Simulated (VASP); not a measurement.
# Cr (Im-3m) in VASP: a series of runs

Runs on Cr. Level: PBE. Tasks: single point.

Program: VASP 6.6.1. These are calculated values, not measurements. Logs are shortened: lines on timing, memory, paths and dates and some standing lists are left out, and cuts for length are marked.

### 1 The cell of the first run

Symmetry: Im-3m, No. 229, cubic system. The conventional cell has a = 2.848 Å, b = 2.848 Å, c = 2.848 Å, α = 90.00°, β = 90.00°, γ = 90.00°. Cr (site symmetry m-3m) has 14 Cr at 2.47 to 2.85 Å within 3.3 Å.

### 2 Single point, PBE, collinear spin, ferromagnetic start

Input file INCAR:

```
SYSTEM = Cr
ALGO = Fast
EDIFF = 1E-6
ENCUT = 520
GGA = PE
ISIF = 2
ISMEAR = 0
ISPIN = 2
LASPH = .True.
LCHARG = .True.
LELF = .True.
LMAXMIX = 4
LORBIT = 11
LREAL = .False.
LVHAR = .True.
LWAVE = .False.
MAGMOM = 2 2
NBANDS = 23
NELM = 150
PREC = Accurate
SIGMA = 0.05
```

Input file KPOINTS:

```
k-points
0
Gamma
  14 14 8
  0 0 0
```

Input file POSCAR:

```
Cr
1.0
    1.4241107220     -1.4241107220      1.4241107220
   -1.4241107220      1.4241107220      1.4241107220
   -2.8482214440     -2.8482214440      0.0000000000
Cr
2
Direct
    0.0000000000      0.0000000000      0.0000000000
    0.5000000000      0.5000000000      0.5000000000
```

Potentials or basis: VASP PAW PBE potentials, release 64 (Cr_pv).

Command:

```console
$ cat potpaw_PBE.64/Cr_pv/POTCAR > POTCAR
$ mpirun -np 1 vasp_std > vasp.out
```

OUTCAR:

```text
SYSTEM = Cr
   EDIFF = 1E-6
   ENCUT = 520
   GGA = PE
   ISIF = 2
   ISMEAR = 0
   ISPIN = 2
   LASPH = .True.
   LORBIT = 11
   LREAL = .False.
   NELM = 150
   PREC = Accurate

 ion  position               nearest neighbor table
   1  0.000  0.000  0.000-   2 2.47   2 2.47   2 2.47   2 2.47   2 2.85   2 2.85   2 2.85   2 2.85

   2  0.500  0.500  0.500-   1 2.47   1 2.47   1 2.47   1 2.47   1 2.85   1 2.85   1 2.85   1 2.85

  LATTYP: Found a base centered orthorhombic cell.
 ALAT       =     2.8482214440
 B/A-ratio  =     1.4142135624
 C/A-ratio  =     1.4142135624

  Lattice vectors:

 A1 = (   1.4241107220,  -1.4241107220,   1.4241107220)
 A2 = (  -1.4241107220,   1.4241107220,   1.4241107220)
 A3 = (  -2.8482214440,  -2.8482214440,   0.0000000000)

Analysis of symmetry for initial positions (statically):
=====================================================================
 Subroutine PRICEL returns following result:

  LATTYP: Found a body centered cubic cell.
 ALAT       =     2.8482214440

  Lattice vectors:

 A1 = (   1.4241107220,  -1.4241107220,  -1.4241107220)
 A2 = (   1.4241107220,   1.4241107220,   1.4241107220)
 A3 = (  -1.4241107220,  -1.4241107220,   1.4241107220)

   2 primitive cells build up your supercell.

 Routine SETGRP: Setting up the symmetry group for a
 base centered orthorhombic supercell.

 Subroutine GETGRP returns: Found  8 space group operations
 (whereof  8 operations were pure point group operations)
 out of a pool of  8 trial point group operations.

The static configuration has the point symmetry D_2h.

Analysis of symmetry for dynamics (positions and initial velocities):
=====================================================================
 Subroutine PRICEL returns following result:

  LATTYP: Found a body centered cubic cell.
 ALAT       =     2.8482214440

  Lattice vectors:

 A1 = (   1.4241107220,  -1.4241107220,  -1.4241107220)
 A2 = (   1.4241107220,   1.4241107220,   1.4241107220)
 A3 = (  -1.4241107220,  -1.4241107220,   1.4241107220)

   2 primitive cells build up your supercell.

 Routine SETGRP: Setting up the symmetry group for a
 base centered orthorhombic supercell.

 Subroutine GETGRP returns: Found  8 space group operations
 (whereof  8 operations were pure point group operations)
 out of a pool of  8 trial point group operations.

The dynamic configuration has the point symmetry D_2h.

Analysis of structural, dynamic, and magnetic symmetry:
=====================================================================
 Subroutine PRICEL returns following result:

  LATTYP: Found a body centered cubic cell.
 ALAT       =     2.8482214440

  Lattice vectors:

 A1 = (   1.4241107220,  -1.4241107220,  -1.4241107220)
 A2 = (   1.4241107220,   1.4241107220,   1.4241107220)
 A3 = (  -1.4241107220,  -1.4241107220,   1.4241107220)

   2 primitive cells build up your supercell.

 Routine SETGRP: Setting up the symmetry group for a
 base centered orthorhombic supercell.

 Subroutine GETGRP returns: Found  8 space group operations
 (whereof  8 operations were pure point group operations)
 out of a pool of  8 trial point group operations.

The overall configuration has the point symmetry D_2h.

 Subroutine INISYM returns: Found  8 space group operations
 (whereof  8 operations are pure point group operations),
 and found     2 'primitive' translations

----------------------------------------------------------------------------------------

                                     Primitive cell

  volume of cell :      11.5529

  direct lattice vectors                    reciprocal lattice vectors
     1.424110722 -1.424110722 -1.424110722     0.351096296 -0.351096296  0.000000000
     1.424110722  1.424110722  1.424110722     0.351096296 -0.000000000  0.351096296
    -1.424110722 -1.424110722  1.424110722     0.000000000 -0.351096296  0.351096296

  length of vectors
     2.466632126  2.466632126  2.466632126     0.496525144  0.496525144  0.496525144

  position of ions in fractional coordinates (direct lattice)
     0.000000000  0.000000000  0.000000000

  ion indices of the primitive-cell ions
   primitive index   ion index
                 1           1

----------------------------------------------------------------------------------------

 KPOINTS: k-points

Automatic generation of k-mesh.
 Grid dimensions read from file:
 generate k-points for:   14   14    8

 Generating k-lattice:

  Cartesian coordinates                     Fractional coordinates (reciprocal lattice)
     0.012539153 -0.012539153  0.025078307     0.071428571  0.000000000  0.000000000
    -0.012539153  0.012539153  0.025078307     0.000000000  0.071428571  0.000000000
    -0.021943519 -0.021943519  0.000000000     0.000000000  0.000000000  0.125000000

  Length of vectors
     0.030714528  0.030714528  0.031032821

  Shift w.r.t. Gamma in fractional coordinates (k-lattice)
     0.000000000  0.000000000  0.000000000

 Subroutine IBZKPT returns following result:
 ===========================================

 Found    285 irreducible k-points:

 Following reciprocal coordinates:
            Coordinates               Weight
  0.000000  0.000000  0.000000      1.000000
  0.071429  0.000000  0.000000      4.000000
  0.142857  0.000000  0.000000      4.000000
  0.214286  0.000000  0.000000      4.000000
  0.285714  0.000000  0.000000      4.000000
  0.357143  0.000000  0.000000      4.000000
[... 16 lines left out ...]
  0.214286  0.142857  0.000000      4.000000
  0.285714  0.142857  0.000000      4.000000
 [... further k-points ...]
   k-points           NKPTS =    285   k-points in BZ     NKDIM =    285   number of bands    NBANDS=     23
   number of dos      NEDOS =    301   number of ions     NIONS =      2
   total plane-waves  NPLWV =   9720
   dimension x,y,z NGX =    18 NGY =   18 NGZ =   30
   dimension x,y,z NGXF=    36 NGYF=   36 NGZF=   60
   ions per type =               2
   NGX,Y,Z   is equivalent  to a cutoff of  12.13, 12.13, 12.38 a.u.
   NGXF,Y,Z  is equivalent  to a cutoff of  24.26, 24.26, 24.76 a.u.
 SYSTEM =  Cr
   PREC   = accura    normal or accurate (medium, high low for compatibility)
   ISTART =      0    job   : 0-new  1-cont  2-samecut
   ICHARG =      2    charge: 1-file 2-atom 10-const
   ISPIN  =      2    spin polarized calculation?
   LNONCOLLINEAR =      F non collinear calculations
   LSORBIT =      F    spin-orbit coupling
   LASPH  =      T    aspherical Exc in radial PAW
   ENCUT  =  520.0 eV  38.22 Ry    6.18 a.u.   4.59  4.59  7.49*2*pi/ulx,y,z
   NELM   =    150;   NELMIN=  2; NELMDL= -5     # of ELM steps
   EDIFF  = 0.1E-05   stopping-criterion for ELM
   LREAL  =      F    real-space projection
   EDIFFG = 0.1E-04   stopping-criterion for IOM
   NSW    =      0    number of steps for IOM
   IBRION =     -1    ionic relax: 0-MD 1-quasi-New 2-CG
   NFREE  =      0    steps in history (QN), initial steepest desc. (CG)
   ISIF   =      2    stress and relaxation
   ISYM   =      2    0-nonsym 1-usesym 2-fastsym
   POTIM  = 0.5000    time-step for ionic-motion
   TEBEG  =    0.0;   TEEND  =   0.0 temperature during run
   PSTRESS=    0.0 pullay stress
   NELECT =      24.0000    total number of electrons
   NUPDOWN=      -1.0000    fix difference up-down
   EMIN   =  10.00;   EMAX   =-10.00  energy-range for DOS
   EFERMI =   0.00;   METHOD = LEGACY
   ISMEAR =     0;   SIGMA  =   0.05  broadening in eV -4-tet -1-fermi 0-gaus
   EFERMI_NEDOS =   21; number of points for ismear=-14 and -15
   IALGO  =     68    algorithm
   IMIX   =      4    mixing-type and parameters
     AMIX     =   0.40;   BMIX     =  1.00
     AMIX_MAG =   1.60;   BMIX_MAG =  1.00
  volume/ion in A,a.u.               =      11.55        77.96
  Fermi-wavevector in a.u.,A,eV,Ry     =   1.657950  3.133072 37.399681  2.748799
  Thomas-Fermi vector in A             =   2.745615
   LORBIT       =     11    0 simple, 1 ext, 2 COOP (PROOUT), +10 PAW based schemes
   GGA     = PE    functional components
   LHFCALC =     F    Hartree Fock is set to
   AEXX    =    0.0000 exact exchange contribution
   IVDW    =     0    specifies the selected vdW correction
   LEPSILON=     F    determine dielectric tensor
   LRPA    =     F    only Hartree local field effects (RPA)
 spin polarized calculation
 RMM-DIIS sequential band-by-band and
 Gauss-broadening in eV      SIGMA  =   0.05
  energy-cutoff  :      520.00
  volume of cell :       23.11
 maximum number of plane-waves:       635
   NGX =  9   NGY =  9   NGZ = 15

 number of electron      23.9999990 magnetization      -0.0046299

 number of electron      23.9999990 magnetization       0.0002154

 Free energy of the ion-electron system (eV)
  ---------------------------------------------------
  ext. energy  EPLUGINS =         0.00000000
  ---------------------------------------------------
  free energy    TOTEN  =       -19.02703902 eV

  energy without entropy =      -19.02430410  energy(sigma->0) =      -19.02567156

 E-fermi :  11.0373     XC(G=0): -13.6727

 val. band max:       11.0361620979   @ k =   0.3571   0.2143   0.0000
 cond. band min:      11.0378808523   @ k =   0.0714   0.0000   0.1250
 fundamental gap:      0.0017187544
 Fermi energy:        11.0372999206

 spin component 1

 k-point     1 :       0.0000    0.0000    0.0000
  band No.  band energies     occupation
      1     -32.6633      1.00000
      2     -32.0451      1.00000
      3     -31.7678      1.00000
      4     -31.7616      1.00000
      5     -31.7570      1.00000
      6     -31.7483      1.00000
[... 613 lines left out ...]
     22      22.3456      0.00000
     23      25.5653      0.00000

 [... further k-points ...]

 spin component 2

 k-point     1 :       0.0000    0.0000    0.0000
  band No.  band energies     occupation
      1     -32.6631      1.00000
      2     -32.0449      1.00000
      3     -31.7676      1.00000
      4     -31.7614      1.00000
      5     -31.7569      1.00000
      6     -31.7481      1.00000
[... 613 lines left out ...]
     22      22.3456      0.00000
     23      25.5652      0.00000

 [... further k-points ...]

------------------------ aborting loop because EDIFF is reached ----------------------------------------

  FORCE on cell =-STRESS in cart. coord.  units (eV):
  Direction    XX          YY          ZZ          XY          YZ          ZX
  --------------------------------------------------------------------------------------
  -------------------------------------------------------------------------------------
  Total       -0.0549461     -0.0549461     -0.1415008     -0.0474757      0.0000000      0.0000000
  in kB       -3.8100105     -3.8100105     -9.8117911     -3.2920036      0.0000000      0.0000000
  external PRESSURE =      -5.8106040 kB  Pullay stress =       0.0000000 kB

 VOLUME and BASIS-vectors are now :
 -----------------------------------------------------------------------------
  energy-cutoff  :      520.00
  volume of cell :       23.11
      direct lattice vectors                 reciprocal lattice vectors
     1.424110722 -1.424110722  1.424110722     0.175548148 -0.175548148  0.351096296
    -1.424110722  1.424110722  1.424110722    -0.175548148  0.175548148  0.351096296
    -2.848221444 -2.848221444  0.000000000    -0.175548148 -0.175548148  0.000000000

 POSITION                                       TOTAL-FORCE (eV/Angst)
 -----------------------------------------------------------------------------------
      0.00000      0.00000      0.00000        -0.000000     -0.000000     -0.000000
     -1.42411     -1.42411      1.42411         0.000000      0.000000      0.000000
 -----------------------------------------------------------------------------------
    total drift:                                0.000000     -0.000000     -0.000000

  FREE ENERGIE OF THE ION-ELECTRON SYSTEM (eV)
  ---------------------------------------------------
  free  energy   TOTEN  =       -19.0270390158 eV

  energy  without entropy=      -19.0243040976  energy(sigma->0) =      -19.02567156

 total charge

# of ion       s       p       d       tot
------------------------------------------
    1        0.440   6.405   4.212  11.058
    2        0.440   6.405   4.212  11.058
--------------------------------------------------
tot          0.881  12.811   8.424  22.116

 magnetization (x)

# of ion       s       p       d       tot
------------------------------------------
    1       -0.000   0.000   0.000   0.000
    2       -0.000   0.000   0.000   0.000
--------------------------------------------------
tot         -0.000   0.000   0.000   0.000
```

It took 3.6 min on 1 thread of Oxide Virtual Turin-like, shared host; peak memory 0.26 GiB.

Results:

| Quantity | Value |
| --- | --- |
| Free energy | -19.0270 eV |
| Pressure | -0.6 GPa |
| Band gap on the k mesh | zero (filled and empty bands overlap) |
| Net moment | 0.00 μB per cell |
| Valence electrons inside the program's atomic spheres | Cr 11.06 |

Stress tensor (GPa, compression positive):
```
-0.38 -0.33  0.00
-0.33 -0.38  0.00
 0.00  0.00 -0.98
```

Caveat: the starting moments collapsed, and a magnetic state may lie lower.

### 3 Single point, PBE, collinear spin, antiferromagnetic start

Input file INCAR:

```
SYSTEM = Cr
PREC     = Accurate       ! precision mode
ENCUT    = 520            ! plane-wave cutoff, eV
EDIFF    = 1E-6           ! SCF threshold, eV
ISMEAR   = 0              ! smearing method
SIGMA    = 0.05           ! smearing width, eV
LREAL    = .False.        ! projectors in reciprocal space
LASPH    = .True.         ! aspherical terms in the spheres
NELM     = 150            ! most SCF steps
ALGO     = Fast           ! electronic algorithm
ISIF     = 2              ! what is computed and relaxed
LWAVE    = .False.        ! write WAVECAR
LCHARG   = .False.        ! write CHGCAR
ISPIN    = 2              ! spin polarisation
MAGMOM   = 2 -2           ! initial moments
LORBIT   = 11             ! projections on sites
LMAXMIX  = 4              ! l up to which the mixer works
GGA      = PE             ! functional
NBANDS   = 23             ! bands
```

Input file KPOINTS:

```
Automatic mesh
0
Gamma
  14 14 8
  0 0 0
```

POSCAR is that of step 2.

Potentials or basis: VASP PAW PBE potentials, release 64 (Cr_pv).

Command:

```console
$ cat potpaw_PBE.64/Cr_pv/POTCAR > POTCAR
$ mpirun -np 1 vasp_std > vasp.out
```

OUTCAR:

```text
SYSTEM = Cr
   PREC = Accurate
   ENCUT = 520
   EDIFF = 1E-6
   ISMEAR = 0
   LREAL = .False.
   LASPH = .True.
   NELM = 150
   ISIF = 2
   ISPIN = 2
   LORBIT = 11
   GGA = PE

 ion  position               nearest neighbor table
   1  0.000  0.000  0.000-   2 2.47   2 2.47   2 2.47   2 2.47   2 2.85   2 2.85   2 2.85   2 2.85

   2  0.500  0.500  0.500-   1 2.47   1 2.47   1 2.47   1 2.47   1 2.85   1 2.85   1 2.85   1 2.85

  LATTYP: Found a base centered orthorhombic cell.
 ALAT       =     2.8482214440
 B/A-ratio  =     1.4142135624
 C/A-ratio  =     1.4142135624

  Lattice vectors:

 A1 = (   1.4241107220,  -1.4241107220,   1.4241107220)
 A2 = (  -1.4241107220,   1.4241107220,   1.4241107220)
 A3 = (  -2.8482214440,  -2.8482214440,   0.0000000000)

Analysis of symmetry for initial positions (statically):
=====================================================================
 Subroutine PRICEL returns following result:

  LATTYP: Found a body centered cubic cell.
 ALAT       =     2.8482214440
[... 12 lines left out ...]
 Subroutine GETGRP returns: Found  8 space group operations
 (whereof  8 operations were pure point group operations)
[... 1458 lines left out ...]
     23      25.5653      0.00000

 [... further k-points ...]

------------------------ aborting loop because EDIFF is reached ----------------------------------------

  FORCE on cell =-STRESS in cart. coord.  units (eV):
  Direction    XX          YY          ZZ          XY          YZ          ZX
  --------------------------------------------------------------------------------------
  -------------------------------------------------------------------------------------
  Total       -0.0534042     -0.0534042     -0.1404224     -0.0469022      0.0000000      0.0000000
  in kB       -3.7030932     -3.7030932     -9.7370115     -3.2522364      0.0000000      0.0000000
  external PRESSURE =      -5.7143993 kB  Pullay stress =       0.0000000 kB

 VOLUME and BASIS-vectors are now :
 -----------------------------------------------------------------------------
  energy-cutoff  :      520.00
  volume of cell :       23.11
      direct lattice vectors                 reciprocal lattice vectors
     1.424110722 -1.424110722  1.424110722     0.175548148 -0.175548148  0.351096296
    -1.424110722  1.424110722  1.424110722    -0.175548148  0.175548148  0.351096296
    -2.848221444 -2.848221444  0.000000000    -0.175548148 -0.175548148  0.000000000

 POSITION                                       TOTAL-FORCE (eV/Angst)
 -----------------------------------------------------------------------------------
      0.00000      0.00000      0.00000        -0.000000     -0.000000      0.000000
     -1.42411     -1.42411      1.42411         0.000000      0.000000     -0.000000
 -----------------------------------------------------------------------------------
    total drift:                                0.000000     -0.000000     -0.000000

  FREE ENERGIE OF THE ION-ELECTRON SYSTEM (eV)
  ---------------------------------------------------
  free  energy   TOTEN  =       -19.0270387783 eV

  energy  without entropy=      -19.0243037953  energy(sigma->0) =      -19.02567129

 total charge

# of ion       s       p       d       tot
------------------------------------------
    1        0.440   6.405   4.212  11.058
    2        0.440   6.405   4.212  11.058
--------------------------------------------------
tot          0.881  12.811   8.424  22.116

 magnetization (x)

# of ion       s       p       d       tot
------------------------------------------
    1        0.000   0.000   0.000   0.000
    2       -0.000  -0.000  -0.000  -0.000
--------------------------------------------------
tot          0.000   0.000   0.000   0.000
```

Run time: 2.8 min. Hardware: 1 thread of Oxide Virtual Turin-like, shared host; peak memory 0.26 GiB.

What came out:

```
Free energy                                           : -19.0270 eV
Pressure                                              : -0.6 GPa
Band gap on the k mesh                                : zero (filled and empty bands overlap)
Net moment                                            : 0.00 μB per cell
Valence electrons inside the program's atomic spheres : Cr 11.06
```

Levels at points of the mesh, in eV from the Fermi level:
Spin up:
```tsv
k point	band 8	band 9	band 10	band 11	band 12	band 13	band 14	band 15	band 16	band 17
(0.00, 0.00, 0.00)	-4.50	-2.53	-0.98	-0.98	-0.97	1.05	1.07	1.07	1.08	1.42
(0.50, 0.00, 0.00)	-3.40	-2.46	-2.45	-1.69	-1.69	0.86	0.86	1.55	1.55	4.43
(0.50, 0.50, 0.00)	-4.38	-4.38	-2.52	1.05	1.08	1.42	2.37	2.38	2.38	2.76
(0.00, 0.00, 0.50)	-5.62	-1.80	-1.80	-1.29	-1.29	0.68	0.68	0.74	0.74	1.19
(0.50, 0.00, 0.50)	-4.50	-2.52	-2.52	1.05	1.05	1.07	1.07	1.41	1.41	2.77
(0.50, 0.50, 0.50)	-3.58	-2.86	-2.86	-0.56	-0.56	0.32	0.32	2.56	2.56	6.69
```
Spin down:
```tsv
k point	band 10	band 11	band 12	band 13	band 14	band 15
(0.00, 0.00, 0.00)	-0.98	-0.98	-0.97	1.05	1.07	1.07
(0.50, 0.00, 0.00)	-2.45	-1.69	-1.69	0.86	0.86	1.55
(0.50, 0.50, 0.00)	-2.52	1.05	1.08	1.42	2.37	2.38
(0.00, 0.00, 0.50)	-1.80	-1.29	-1.29	0.68	0.68	0.74
(0.50, 0.00, 0.50)	-2.52	1.05	1.05	1.07	1.07	1.41
(0.50, 0.50, 0.50)	-2.86	-0.56	-0.56	0.32	0.32	2.56
```

Caveat: the starting moments collapsed, and a magnetic state may lie lower.

[end of part 1 of 2]
